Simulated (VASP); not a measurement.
A run of VASP 6.6.1 is set up as follows.

File INCAR:

```
PREC = Accurate
ENCUT = 600
EDIFF = 1E-6
ISMEAR = 0
SIGMA = 0.1
LREAL = False
LASPH = True
NELM = 120
ALGO = Normal
ISIF = 2
LWAVE = False
LCHARG = False
NBANDS = 11
GGA_COMPAT = False
```

Contents of KPOINTS:

```
regular mesh
0
Gamma
  8 8 8
```

The input POSCAR:

```
SiC
1.0
    0.0000000000      2.1790000000      2.1790000000
    2.1790000000      0.0000000000      2.1790000000
    2.1790000000      2.1790000000      0.0000000000
Si C
1 1
Direct
    0.0000000000      0.0000000000      0.0000000000
    0.2500000000      0.2500000000      0.2500000000
```

Potentials or basis: VASP PAW LDA potentials, release 64 (Si, C).

Command:

```bash
$ cat potpaw_LDA.64/Si/POTCAR potpaw_LDA.64/C/POTCAR > POTCAR
$ mpirun -np 1 vasp_std > vasp.out
```

Estimate the pressure.

-4.2 GPa.

Predict the band gap on the k mesh.

1.30 eV, indirect (least direct gap 4.50 eV).

A k mesh can miss the band edges. Expect the measured gap to be larger: semilocal functionals such as LDA lack the derivative discontinuity.
